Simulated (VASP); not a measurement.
Wanted: the native input for a VASP 6.6.1 run.

| Item | Value |
| --- | --- |
| Task | single point |
| Functional | r2SCAN |
| Potentials or basis | VASP PAW PBE potentials, release 64 (Al, N) |
| Cutoff | 520 eV |
| k mesh | 9 × 9 × 6 |
| Occupations | gaussian, width 0.02 eV |
| Spin | no spin polarisation |
| Dipole correction | no |
| Further INCAR settings | ALGO = Normal; EDIFF = 1e-06; NBANDS = 16 |

Crystal: AlN.

```
CELL_PARAMETERS angstrom
3.18310 0.00000 0.00000
-1.59155 2.75664 0.00000
0.00000 0.00000 4.90663
ATOMIC_POSITIONS crystal
Al 0.33333 0.66667 0.99832
Al 0.66667 0.33333 0.49832
N 0.33333 0.66667 0.38668
N 0.66667 0.33333 0.88668
```

These files were run (other wordings do the same):

POSCAR

```
AlN
1.0
    3.1830984305      0.0000000000      0.0000000000
   -1.5915492152      2.7566441035      0.0000000000
    0.0000000000      0.0000000000      4.9066271800
Al N
2 2
Direct
    0.3333333333      0.6666666667     -0.0016767770
    0.6666666667      0.3333333333      0.4983232230
    0.3333333333      0.6666666667      0.3866767770
    0.6666666667      0.3333333333      0.8866767770
```

INCAR.step1

```
PREC = Accurate
ENCUT = 520
ISMEAR = 0
SIGMA = 0.02
LREAL = F
LASPH = T
NELM = 60
NBANDS = 16
GGA = PE
ALGO = Normal
EDIFF = 1E-4
LWAVE = T
LCHARG = F
```

INCAR.step2

```
PREC = Accurate
ENCUT = 520
EDIFF = 1E-6
ISMEAR = 0
SIGMA = 0.02
LREAL = F
LASPH = T
NELM = 60
ALGO = Normal
ISIF = 2
LWAVE = F
LCHARG = F
METAGGA = R2SCAN
LMIXTAU = T
NBANDS = 16
ISTART = 1
```

KPOINTS

```
Automatic mesh
0
Gamma
  9 9 6
```

Potentials or basis: VASP PAW PBE potentials, release 64 (Al, N).

The run is started by

```bash
$ cat potpaw_PBE.64/Al/POTCAR potpaw_PBE.64/N/POTCAR > POTCAR
$ cp INCAR.step1 INCAR
$ mpirun -np 1 vasp_std > vasp.out
$ cp INCAR.step2 INCAR
$ mpirun -np 1 vasp_std > vasp.out
```

Results of the run:

```yaml
Pressure: -7.6 GPa
Largest_force: 0.004 eV/Å
Band_gap_on_the_k_mesh: 4.40 eV, direct
```

Caveat: the PAW data sets were made with another functional, which shifts forces and pressure a little.

Wall time 110 s on 1 thread of Intel Xeon 8259CL (shared host), peak memory 0.17 GiB.
